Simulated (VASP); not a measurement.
# WC (Pm) in VASP: further runs, part 2 of 2

VASP 6.6.1. The steps go on from the part before.

## (3) Single point, PBEsol (atom 1 (W) moved by (+0.450, +0.000) A along [1 1 0] and z)

INCAR

```
PREC = Accurate
ENCUT = 520
EDIFF = 1E-6
ISMEAR = 0
SIGMA = 0.15
LREAL = False
LASPH = True
NELM = 80
ALGO = Normal
ISIF = 2
LWAVE = False
LCHARG = False
GGA = PS
NBANDS = 16
```

KPOINTS

```
Automatic mesh
0
Gamma
  6 6 6
```

POSCAR

```
WC
1.0
    2.9005014360      0.0000000000      0.0000000000
   -1.4502507180      2.5119079273      0.0000000000
    0.0000000000      0.0000000000      2.8290000000
W C
1 1
Direct
    0.1730424181      0.1266758419      0.0000000000
    0.6666666667      0.3333333333      0.5000000000
```

Potentials or basis: VASP PAW PBE potentials, release 64 (W_sv, C).

Launch:

```sh
$ cat potpaw_PBE.64/W_sv/POTCAR potpaw_PBE.64/C/POTCAR > POTCAR
$ mpirun -np 1 vasp_std > vasp.out
```

OUTCAR:

```text
PREC = Accurate
   ENCUT = 520
   EDIFF = 1E-6
   ISMEAR = 0
   LREAL = False
   LASPH = True
   NELM = 80
   ISIF = 2
   GGA = PS

 ion  position               nearest neighbor table
   1  0.173  0.127  0.000-   2 1.88   2 1.88   2 2.32   2 2.32   2 2.46   2 2.46
   2  0.667  0.333  0.500-   1 1.88   1 1.88   1 2.32   1 2.32   1 2.46   1 2.46

  LATTYP: Found a hexagonal cell.
 ALAT       =     2.9005014360
 C/A-ratio  =     0.9753485949

  Lattice vectors:

 A1 = (   2.9005014360,   0.0000000000,   0.0000000000)
 A2 = (  -1.4502507180,   2.5119079273,   0.0000000000)
 A3 = (   0.0000000000,   0.0000000000,   2.8290000000)

Analysis of symmetry for initial positions (statically):
=====================================================================
 Subroutine PRICEL returns:
 Original cell was already a primitive cell.

 Routine SETGRP: Setting up the symmetry group for a
 hexagonal supercell.

 Subroutine GETGRP returns: Found  2 space group operations
 (whereof  2 operations were pure point group operations)
 out of a pool of 24 trial point group operations.

The static configuration has the point symmetry C_1h.

Analysis of symmetry for dynamics (positions and initial velocities):
=====================================================================
 Subroutine PRICEL returns:
 Original cell was already a primitive cell.

 Routine SETGRP: Setting up the symmetry group for a
 hexagonal supercell.

 Subroutine GETGRP returns: Found  2 space group operations
 (whereof  2 operations were pure point group operations)
 out of a pool of 24 trial point group operations.

The dynamic configuration has the point symmetry C_1h.

 Subroutine INISYM returns: Found  2 space group operations
 (whereof  2 operations are pure point group operations),
 and found     1 'primitive' translations

----------------------------------------------------------------------------------------

                                     Primitive cell

  volume of cell :      20.6115

  direct lattice vectors                    reciprocal lattice vectors
     2.900501436  0.000000000  0.000000000     0.344767973  0.199051882  0.000000000
    -1.450250718  2.511907927  0.000000000     0.000000000  0.398103764  0.000000000
     0.000000000  0.000000000  2.829000000     0.000000000  0.000000000  0.353481796

  length of vectors
     2.900501436  2.900501436  2.829000000     0.398103764  0.398103764  0.353481796

  position of ions in fractional coordinates (direct lattice)
     0.173042418  0.126675842  0.000000000
     0.666666667  0.333333333  0.500000000

  ion indices of the primitive-cell ions
   primitive index   ion index
                 1           1
                 2           2

----------------------------------------------------------------------------------------

 KPOINTS: Automatic mesh

Automatic generation of k-mesh.
 Grid dimensions read from file:
 generate k-points for:    6    6    6

 Generating k-lattice:

  Cartesian coordinates                     Fractional coordinates (reciprocal lattice)
     0.057461329  0.033175314  0.000000000     0.166666667 -0.000000000  0.000000000
     0.000000000  0.066350627  0.000000000     0.000000000  0.166666667  0.000000000
     0.000000000  0.000000000  0.058913633     0.000000000  0.000000000  0.166666667

  Length of vectors
     0.066350627  0.066350627  0.058913633

  Shift w.r.t. Gamma in fractional coordinates (k-lattice)
     0.000000000  0.000000000  0.000000000

 Subroutine IBZKPT returns following result:
 ===========================================

 Found     80 irreducible k-points:

 Following reciprocal coordinates:
            Coordinates               Weight
  0.000000  0.000000  0.000000      1.000000
  0.166667 -0.000000  0.000000      2.000000
  0.000000  0.166667  0.000000      2.000000
 -0.166667  0.166667  0.000000      2.000000
  0.333333 -0.000000  0.000000      2.000000
  0.000000  0.333333  0.000000      2.000000
[... 16 lines left out ...]
  0.000000  0.166667  0.166667      4.000000
 -0.166667  0.166667  0.166667      4.000000
 [... further k-points ...]
   k-points           NKPTS =     80   k-points in BZ     NKDIM =     80   number of bands    NBANDS=     16
   number of dos      NEDOS =    301   number of ions     NIONS =      2
   total plane-waves  NPLWV =  13824
   dimension x,y,z NGX =    24 NGY =   24 NGZ =   24
   dimension x,y,z NGXF=    48 NGYF=   48 NGZF=   48
   ions per type =               1   1
   NGX,Y,Z   is equivalent  to a cutoff of  13.76, 13.76, 14.10 a.u.
   NGXF,Y,Z  is equivalent  to a cutoff of  27.51, 27.51, 28.21 a.u.
 SYSTEM =  unknown system
   PREC   = accura    normal or accurate (medium, high low for compatibility)
   ISTART =      0    job   : 0-new  1-cont  2-samecut
   ICHARG =      2    charge: 1-file 2-atom 10-const
   ISPIN  =      1    spin polarized calculation?
   LNONCOLLINEAR =      F non collinear calculations
   LSORBIT =      F    spin-orbit coupling
   LASPH  =      T    aspherical Exc in radial PAW
   ENCUT  =  520.0 eV  38.22 Ry    6.18 a.u.   5.39  5.39  5.26*2*pi/ulx,y,z
   NELM   =     80;   NELMIN=  2; NELMDL= -5     # of ELM steps
   EDIFF  = 0.1E-05   stopping-criterion for ELM
   LREAL  =      F    real-space projection
   EDIFFG = 0.1E-04   stopping-criterion for IOM
   NSW    =      0    number of steps for IOM
   IBRION =     -1    ionic relax: 0-MD 1-quasi-New 2-CG
   NFREE  =      0    steps in history (QN), initial steepest desc. (CG)
   ISIF   =      2    stress and relaxation
   ISYM   =      2    0-nonsym 1-usesym 2-fastsym
   POTIM  = 0.5000    time-step for ionic-motion
   TEBEG  =    0.0;   TEEND  =   0.0 temperature during run
   PSTRESS=    0.0 pullay stress
   NELECT =      18.0000    total number of electrons
   NUPDOWN=      -1.0000    fix difference up-down
   EMIN   =  10.00;   EMAX   =-10.00  energy-range for DOS
   EFERMI =   0.00;   METHOD = LEGACY
   ISMEAR =     0;   SIGMA  =   0.15  broadening in eV -4-tet -1-fermi 0-gaus
   EFERMI_NEDOS =   21; number of points for ismear=-14 and -15
   IALGO  =     38    algorithm
   IMIX   =      4    mixing-type and parameters
     AMIX     =   0.40;   BMIX     =  1.00
     AMIX_MAG =   1.60;   BMIX_MAG =  1.00
  volume/ion in A,a.u.               =      10.31        69.55
  Fermi-wavevector in a.u.,A,eV,Ry     =   1.564813  2.957068 33.315762  2.448639
  Thomas-Fermi vector in A             =   2.667381
   LORBIT       =      0    0 simple, 1 ext, 2 COOP (PROOUT), +10 PAW based schemes
   GGA     = PS    functional components
   LHFCALC =     F    Hartree Fock is set to
   AEXX    =    0.0000 exact exchange contribution
   IVDW    =     0    specifies the selected vdW correction
   LEPSILON=     F    determine dielectric tensor
   LRPA    =     F    only Hartree local field effects (RPA)
 non-spin polarized calculation
 Gauss-broadening in eV      SIGMA  =   0.15
  energy-cutoff  :      520.00
  volume of cell :       20.61
 maximum number of plane-waves:       580
 NGX is ok and might be reduce to    24
   NGX = 11   NGY = 11   NGZ = 11

 number of electron      18.0000000 magnetization

 Free energy of the ion-electron system (eV)
  ---------------------------------------------------
  ext. energy  EPLUGINS =         0.00000000
  ---------------------------------------------------
  free energy    TOTEN  =       -22.20445832 eV

  energy without entropy =      -22.19918261  energy(sigma->0) =      -22.20182047

 E-fermi :  11.5868     XC(G=0): -13.8970

 val. band max:       11.4399962862   @ k =   0.0000   0.3333   0.0000
 cond. band min:      11.6256475180   @ k =  -0.1667   0.1667   0.3333
 fundamental gap:      0.1856512318
 Fermi energy:        11.5868088717

 k-point     1 :       0.0000    0.0000    0.0000
  band No.  band energies     occupation
      1     -62.6778      2.00000
      2     -26.8835      2.00000
      3     -26.6455      2.00000
      4     -26.5653      2.00000
      5      -3.4811      2.00000
      6       5.5101      2.00000
[... 8 lines left out ...]
     15      24.9282      0.00000
     16      26.1072      0.00000
[... 419 lines left out ...]
 k-point    24 :      -0.1667    0.1667    0.1667
  band No.  band energies     occupation
      1     -62.6512      2.00000
      2     -27.0738      2.00000
      3     -26.8131      2.00000
      4     -26.6232      2.00000
      5      -2.1524      2.00000
      6       5.7351      2.00000
[... 8 lines left out ...]
     15      25.1417      0.00000
     16      28.3836      0.00000

 [... further k-points ...]
[... 5 lines left out ...]
  --------------------------------------------------------------------------------------
  -------------------------------------------------------------------------------------
  Total        4.8408699      1.1512752      8.0927973      1.9894438      0.0000000      0.0000000
  in kB      376.2913584     89.4911267    629.0707590    154.6437958      0.0000000      0.0000000
  external PRESSURE =     364.9510814 kB  Pullay stress =       0.0000000 kB

 VOLUME and BASIS-vectors are now :
 -----------------------------------------------------------------------------
  energy-cutoff  :      520.00
  volume of cell :       20.61
      direct lattice vectors                 reciprocal lattice vectors
     2.900501436  0.000000000  0.000000000     0.344767973  0.199051882  0.000000000
    -1.450250718  2.511907927  0.000000000     0.000000000  0.398103764  0.000000000
     0.000000000  0.000000000  2.829000000     0.000000000  0.000000000  0.353481796

 POSITION                                       TOTAL-FORCE (eV/Angst)
 -----------------------------------------------------------------------------------
      0.31820      0.31820      0.00000        -6.051983     -4.149753      0.000000
      1.45025      0.83730      1.41450         6.051983      4.149753      0.000000
 -----------------------------------------------------------------------------------
    total drift:                                0.000443      0.000110      0.000000

  FREE ENERGIE OF THE ION-ELECTRON SYSTEM (eV)
  ---------------------------------------------------
  free  energy   TOTEN  =       -22.2044583244 eV

  energy  without entropy=      -22.1991826079  energy(sigma->0) =      -22.20182047
```

OSZICAR:

```text
N       E                     dE             d eps       ncg     rms          rms(c)
DAV:   1     0.117603726645E+03    0.11760E+03   -0.97142E+03  2568   0.125E+03
DAV:   2    -0.218401375145E+02   -0.13944E+03   -0.13447E+03  3048   0.352E+02
DAV:   3    -0.252029227852E+02   -0.33628E+01   -0.33501E+01  2872   0.526E+01
DAV:   4    -0.252205835807E+02   -0.17661E-01   -0.17660E-01  3216   0.423E+00
DAV:   5    -0.252207290406E+02   -0.14546E-03   -0.14546E-03  2848   0.351E-01    0.381E+01
DAV:   6    -0.223535835187E+02    0.28671E+01   -0.64585E+00  3024   0.260E+01    0.112E+01
DAV:   7    -0.222420295949E+02    0.11155E+00   -0.55750E-01  2792   0.596E+00    0.799E+00
DAV:   8    -0.222052402912E+02    0.36789E-01   -0.62319E-02  2888   0.224E+00    0.457E-01
DAV:   9    -0.222045810762E+02    0.65922E-03   -0.29316E-03  2768   0.433E-01    0.128E-01
DAV:  10    -0.222044568481E+02    0.12423E-03   -0.32154E-04  3008   0.200E-01    0.217E-02
DAV:  11    -0.222044576719E+02   -0.82377E-06   -0.22056E-05  2840   0.454E-02    0.147E-02
DAV:  12    -0.222044583244E+02   -0.65248E-06   -0.12818E-06  1992   0.142E-02
   1 F= -.22204458E+02 E0= -.22201820E+02  d E =-.527572E-02
```

It took 7.8 s on 1 thread of Intel Xeon 6975P-C (Granite Rapids), shared host; peak memory 0.15 GiB.

Results:

- Free energy: -22.2045 eV
- Pressure: 36.5 GPa
- Largest force: 7.338 eV/Å
- Band gap on the k mesh: zero (band 9 reaches 12.86 eV, above the bottom of band 10 at 10.98 eV)

Forces in eV/Å, atoms in the order of the input:
```
W   -6.052 -4.150  0.000
C    6.052  4.150  0.000
```

Caveat: the k points lie up to 0.42 Å⁻¹ apart; the cell differs from its parent crystal (atom 1 (W) moved by (+0.450, +0.000) A along [1 1 0] and z); the PAW data sets were made with another functional, which shifts forces and pressure a little; spin-orbit coupling is left out, which moves the levels of the heavy elements.

## (4) Single point, PBEsol (atom 1 (W) moved by (-0.225, +0.000) A along [1 1 0] and z)

INCAR

```
SYSTEM = WC
PREC = Accurate
ENCUT = 520
EDIFF = 1E-7
ISMEAR = 0
SIGMA = 0.15
LREAL = .FALSE.
LASPH = .TRUE.
NELM = 100
ALGO = Normal
ISIF = 2
LWAVE = .FALSE.
LCHARG = .FALSE.
GGA = PS
NBANDS = 16
```

KPOINTS

```
regular mesh
0
G
  6 6 6
  0 0 0
```

Changes to POSCAR since step 3:

```diff
@@ -8,3 +8,3 @@
 Direct
-    0.1730424181      0.1266758419      0.0000000000
+   -0.0865212091     -0.0633379210      0.0000000000
     0.6666666667      0.3333333333      0.5000000000
```

Launch:

```sh
$ cat potpaw_PBE.64/W_sv/POTCAR potpaw_PBE.64/C/POTCAR > POTCAR
$ mpirun -np 1 vasp_std > vasp.out
```

Wall time 10 s (1 thread of Intel Xeon 6975P-C (Granite Rapids), shared host); peak memory 0.15 GiB.

The run converged. Its results:

- Free energy: -23.5231 eV
- Pressure: 7.9 GPa
- Largest force: 3.076 eV/Å
- Band gap on the k mesh: zero (band 9 reaches 12.24 eV, above the bottom of band 10 at 10.63 eV)

Forces on the atoms (eV/Å):
```
W    1.903  2.417  0.000
C   -1.903 -2.417  0.000
```

Stress tensor (GPa, compression positive):
```
-0.20 -6.15  0.00
-6.15 12.16  0.00
 0.00  0.00 11.71
```

Levels at points of the mesh, in eV from the Fermi level:
```
           k point  band 6  band 7  band 8  band 9  band 10  band 11  band 12  band 13
(0.00, 0.00, 0.00)   -4.88   -3.71   -3.20   -0.39     2.70     3.31     3.79     4.76
(0.50, 0.00, 0.00)   -6.76   -4.10   -3.21   -0.86     1.79     4.47     4.88     5.04
(0.00, 0.50, 0.00)   -7.98   -4.59   -4.33   -0.09     2.12     3.90     4.74     8.27
(0.50, 0.50, 0.00)   -7.64   -4.61   -4.37    0.21     2.00     4.03     4.87     7.70
(0.00, 0.00, 0.50)   -9.01   -3.68   -1.16   -0.79    -0.72     2.14     3.57     6.48
(0.50, 0.00, 0.50)   -7.37   -5.42   -5.15    0.90     4.19     4.99     6.23     8.95
(0.00, 0.50, 0.50)   -6.29   -4.34   -3.94   -0.62     4.21     5.07     5.47     9.08
(0.50, 0.50, 0.50)   -6.46   -4.63   -3.93   -0.40     4.18     4.92     5.05     9.33
```

Caveat: the k points lie up to 0.42 Å⁻¹ apart; the cell differs from its parent crystal (atom 1 (W) moved by (-0.225, +0.000) A along [1 1 0] and z); the PAW data sets were made with another functional, which shifts forces and pressure a little; spin-orbit coupling is left out, which moves the levels of the heavy elements.

## (5) Single point, PBEsol (atom 1 (W) moved by (+0.225, +0.000) A along [1 1 0] and z)

INCAR

```
SYSTEM = WC
  PREC = Accurate
  ENCUT = 520
  EDIFF = 1E-6
  ISMEAR = 0
  SIGMA = 0.15
  LREAL = .FALSE.
  LASPH = .TRUE.
  NELM = 60
  ALGO = Normal
  ISIF = 2
  LWAVE = .FALSE.
  LCHARG = .FALSE.
  GGA = PS
  NBANDS = 16
```

KPOINTS

```
Automatic mesh
0
G
  6 6 6
  0 0 0
```

Changes to POSCAR since step 4:

```diff
@@ -8,3 +8,3 @@
 Direct
-   -0.0865212091     -0.0633379210      0.0000000000
+    0.0865212091      0.0633379210      0.0000000000
     0.6666666667      0.3333333333      0.5000000000
```

Launch:

```sh
$ cat potpaw_PBE.64/W_sv/POTCAR potpaw_PBE.64/C/POTCAR > POTCAR
$ mpirun -np 1 vasp_std > vasp.out
```

It took 8.3 s on 1 thread of Intel Xeon 6975P-C (Granite Rapids), shared host; peak memory 0.15 GiB.

The run converged. Its results:

```yaml
Free_energy: -23.4645 eV
Pressure: 9.4 GPa
Largest_force: 3.859 eV/Å
Band_gap_on_the_k_mesh: zero (band 9 reaches 11.90 eV, above the bottom of band 10 at 10.54 eV)
```

Forces on the atoms (eV/Å):
```
W   -3.000 -2.427  0.000
C    3.000  2.427  0.000
```

Stress tensor (GPa, compression positive):
```
13.39  7.22  0.00
 7.22  0.46  0.00
 0.00  0.00 14.30
```

Levels at points of the mesh, in eV from the Fermi level:
| k point | band 6 | band 7 | band 8 | band 9 | band 10 | band 11 | band 12 | band 13 |
| --- | --- | --- | --- | --- | --- | --- | --- | --- |
| (0.00, 0.00, 0.00) | -4.97 | -3.83 | -2.97 | -0.56 | 3.06 | 3.27 | 3.53 | 6.02 |
| (0.50, 0.00, 0.00) | -8.13 | -4.68 | -3.99 | -0.42 | 2.22 | 3.99 | 4.64 | 8.61 |
| (0.00, 0.50, 0.00) | -6.91 | -4.42 | -3.54 | -0.28 | 1.78 | 4.47 | 5.05 | 5.80 |
| (0.50, 0.50, 0.00) | -7.22 | -4.64 | -3.99 | 0.17 | 1.87 | 4.32 | 5.00 | 6.87 |
| (0.00, 0.00, 0.50) | -8.94 | -3.51 | -1.02 | -0.86 | -0.76 | 2.16 | 3.54 | 6.32 |
| (0.50, 0.00, 0.50) | -6.19 | -4.23 | -3.90 | -0.63 | 4.28 | 5.11 | 6.47 | 8.49 |
| (0.00, 0.50, 0.50) | -7.09 | -5.32 | -4.60 | 0.59 | 4.21 | 5.03 | 5.75 | 9.17 |
| (0.50, 0.50, 0.50) | -6.73 | -4.99 | -4.13 | 0.08 | 4.20 | 5.06 | 5.11 | 9.31 |

Caveat: the k points lie up to 0.42 Å⁻¹ apart; the cell differs from its parent crystal (atom 1 (W) moved by (+0.225, +0.000) A along [1 1 0] and z); the PAW data sets were made with another functional, which shifts forces and pressure a little; spin-orbit coupling is left out, which moves the levels of the heavy elements.
